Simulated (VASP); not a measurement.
Here is a VASP 6.6.1 calculation.

The input POSCAR:

```
InAs
1.0
    0.0000000000      3.0546306554      3.0546306554
    3.0546306554      0.0000000000      3.0546306554
    3.0546306554      3.0546306554      0.0000000000
In As
1 1
Direct
    0.0000000000      0.0000000000      0.0000000000
    0.7500000000      0.7500000000      0.7500000000
```

INCAR.step1

```
PREC = Accurate
ENCUT = 600
ISMEAR = -1
SIGMA = 0.1
LREAL = F
LASPH = T
NELM = 100
GGA = PE
ALGO = Normal
EDIFF = 1E-4
LWAVE = T
LCHARG = F
```

The input INCAR.step2:

```
PREC = Accurate
ENCUT = 600
EDIFF = 1E-6
ISMEAR = -1
SIGMA = 0.1
LREAL = F
LASPH = T
NELM = 100
ALGO = Normal
ISIF = 3
LWAVE = F
LCHARG = F
METAGGA = R2SCAN
LMIXTAU = T
IBRION = 2
NSW = 100
EDIFFG = -0.002
PSTRESS = 150.0
ISTART = 1
```

KPOINTS

```
regular mesh
0
Gamma
  14 14 14
```

Potentials or basis: VASP PAW PBE potentials, release 64 (In_d, As).

Command:

```bash
$ cat potpaw_PBE.64/In_d/POTCAR potpaw_PBE.64/As/POTCAR > POTCAR
$ cp INCAR.step1 INCAR
$ mpirun -np 1 vasp_std > vasp.out
$ cp INCAR.step2 INCAR
$ mpirun -np 1 vasp_std > vasp.out
```

(1) Estimate the relaxed cell.

(2) Estimate the relaxed volume.

## Answers

(1) a = 4.077 Å, b = 4.077 Å, c = 4.077 Å, α = 60.00°, β = 60.00°, γ = 60.00°.

(2) 23.96 Å³/atom.

Caveat: the cell is relaxed towards a set pressure, so the enthalpy falls and the energy may rise; the volume moved by over 15 % at a fixed basis, so the end points are rough; the PAW data sets were made with another functional, which shifts forces and pressure a little.
